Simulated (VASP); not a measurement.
CdIn, 2 atoms in the cell. It takes space group P-6m2 (No. 187, hexagonal). Conventional cell: a = 2.991 Å, b = 2.991 Å, c = 5.379 Å, α = 90.00°, β = 90.00°, γ = 120.00°. Within 3.9 Å of Cd (site symmetry -6m2) lie 6 Cd at 2.99 Å and 6 In at 3.20 Å. In (site symmetry -6m2) has 6 In at 2.99 Å and 6 Cd at 3.20 Å within 3.9 Å. 

| Property | Result |
| --- | --- |
| Program | VASP 6.6.1 |
| Task | single point |
| Functional | PBEsol |
| Potentials or basis | VASP PAW PBE potentials, release 64 (Cd, In_d) |
| Cutoff | 520 eV |
| k mesh | 18 × 18 × 10 |
| Occupations | gaussian, width 0.15 eV |
| Spin | no spin polarisation |
| Dipole correction | no |
| Further INCAR settings | ALGO = Fast; EDIFF = 1e-07; NBANDS = 20 |

Potentials or basis: VASP PAW PBE potentials, release 64 (Cd, In_d).

Launch:

```bash
$ cat potpaw_PBE.64/Cd/POTCAR potpaw_PBE.64/In_d/POTCAR > POTCAR
$ mpirun -np 1 vasp_std > vasp.out
```

Hardware: 1 thread of Intel(R) Xeon(R) Platinum 8259CL CPU @ 2.50GHz (Skylake/Cascade Lake) (shared host).

**Question.** Estimate the wall time of this run.

**Answer.** Run time: 4.8 min on 1 thread of Intel(R) Xeon(R) Platinum 8259CL CPU @ 2.50GHz (Skylake/Cascade Lake), with other jobs on the host, peak memory 0.3 GiB. Counts: scf iterations 17, k points 222.
